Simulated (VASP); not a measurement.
A run of VASP 6.6.1 is set up as follows.

INCAR

```
SYSTEM = Ni
PREC = Accurate
ENCUT = 600
EDIFF = 1E-6
ISMEAR = -1
SIGMA = 0.05
LREAL = .False.
LASPH = .True.
NELM = 150
ALGO = Normal
ISIF = 3
LWAVE = .False.
LCHARG = .False.
ISPIN = 2
MAGMOM = 0.8
LORBIT = 11
LMAXMIX = 4
GGA = RE
IBRION = 2
NSW = 80
EDIFFG = -0.01
```

File KPOINTS:

```
Automatic mesh
0
Gamma
  15 15 15
  0 0 0
```

POSCAR

```
Ni
1.0
    0.0000000000      1.7619400000      1.7619400000
    1.7619400000      0.0000000000      1.7619400000
    1.7619400000      1.7619400000      0.0000000000
Ni
1
Direct
    0.0000000000      0.0000000000      0.0000000000
```

Potentials or basis: VASP PAW PBE potentials, release 64 (Ni).

Command:

```sh
$ cat potpaw_PBE.64/Ni/POTCAR > POTCAR
$ mpirun -np 1 vasp_std > vasp.out
```

Question: Predict the space group after relaxing (to 0.05 Å).

Answer: Fm-3m (No. 225).

Question: What does it give for the site moments?

Answer: Ni +0.66 μB.

Question: What does it give for the relaxed volume?

Answer: 11.13 Å³/atom.

Step by step:
```tsv
step	energy change (eV)	largest force (eV/Å)	pressure (GPa)	volume (Å³)
1	0.0000	0.0000	3.34	10.94
2	-0.0003	0.0000	-2.80	11.30
3	-0.0019	0.0000	0.05	11.13
```

Caveat: the PAW data sets were made with another functional, which shifts forces and pressure a little. Zero-point motion and thermal expansion aren't in these numbers.
